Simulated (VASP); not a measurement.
Runs of VASP 6.6.1 on Te2Mo. The structure is that of space group Fm-3m (No. 225), or close to it. The cells are those of the table. 

```tsv
task	spin	cell	k mesh	cutoff (eV)	gap on the mesh (eV)	pressure (GPa)	moment (μB)
single point	collinear, ferromagnetic start	a = 4.763 Å, angles 60.0°, 3 atoms	12 × 12 × 12	520	none	0.0	1.63
single point	off	a = 4.942 Å, angles 60.0°, 3 atoms	4 × 4 × 4	520	none	-9.1	-
single point	collinear, ferromagnetic start	a = 4.725 Å, angles 60.0°, 3 atoms	4 × 4 × 4	520	none	2.6	(b)
relaxation of cell and atoms	off	relaxed from a = 4.942 Å, angles 60.0°, 3 atoms	4 × 4 × 4	600	none	-0.1	-
single point	off	a = 4.725 Å, angles 60.0°, 3 atoms	4 × 4 × 4	520	none	(a)	-
```

Alike in all rows: level PBE; potentials or basis VASP PAW PBE potentials, release 64 (Te, Mo_sv); smearing gaussian 0.1 eV.

Question: Estimate the missing entries.

Answer: (a) -0.3; (b) 1.65.

Caveats: some runs use coarse meshes; spin-orbit coupling is left out, which moves the levels of the heavy elements.

A k mesh can miss the band edges, and the runs leave out spin-orbit coupling on Mo, Te.

A gap of «none» marks levels without a gap at the run's occupations.
